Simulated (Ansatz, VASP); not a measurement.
## TiAl: VASP beside Ansatz

```
Ti Al
1.0
     2.86726    0.00000    0.00000
    -1.43363    2.48312    0.00000
     0.00000    0.00000    4.67808
Ti Al
1 1
Direct
  0.00000 0.00000 0.00000
  0.33333 0.66667 0.50000
```

Alike in both runs: task single point; functional PBE; k mesh 9 × 9 × 4; occupations gaussian, width 0.1 eV; no spin polarisation.

```csv
,VASP,Ansatz
version,VASP 6.6.1,Ansatz 0.2.0
potentials or method,"VASP PAW PBE potentials, release 64 (Ti_sv, Al), cutoff 500 eV","scalar-relativistic, plane waves, PAW"
valence electrons in the cell,15,15
```

```csv
,VASP,Ansatz,Ansatz less VASP
gap on the k mesh at the Fermi level (eV),none,none,-
pressure (GPa),0.2,0.2,+0.06
"traceless stress, the component that is largest in VASP (GPa)",-0.66,-0.70,-0.044
```

A gap of «none» marks a metal or a gap that the smearing closes.
